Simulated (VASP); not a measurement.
A run of VASP 6.6.1 is set up as follows.

Contents of INCAR:

```
SYSTEM = In
PREC = Accurate
ENCUT = 520
EDIFF = 1E-6
ISMEAR = 0
SIGMA = 0.15
LREAL = .FALSE.
LASPH = .TRUE.
NELM = 80
ALGO = Fast
ISIF = 2
LWAVE = .FALSE.
LCHARG = .FALSE.
GGA = PE
NBANDS = 12
```

Contents of KPOINTS:

```
regular mesh
0
G
  22 22 22
  0 0 0
```

POSCAR

```
In
1.0
   -1.5302657384      1.5302657384      2.7936913004
    1.5302657384     -1.5302657384      2.7936913004
    1.5302657384      1.5302657384     -2.7936913004
In
1
Direct
    0.0000000000      0.0000000000      0.0000000000
```

Potentials or basis: VASP PAW PBE potentials, release 64 (In_d).

The run is started by

```console
$ cat potpaw_PBE.64/In_d/POTCAR > POTCAR
$ mpirun -np 1 vasp_std > vasp.out
```

Q: Estimate the band gap on the k mesh.

A: Zero (an odd number of electrons rules out a gap without spin polarisation).

Q: Predict the pressure.

A: 2.6 GPa.

Stress tensor (GPa, compression positive):
```
3.79 0.00 0.00
0.00 3.79 0.00
0.00 0.00 0.19
```

Caveat: spin-orbit coupling is left out, which moves the levels of the heavy elements.
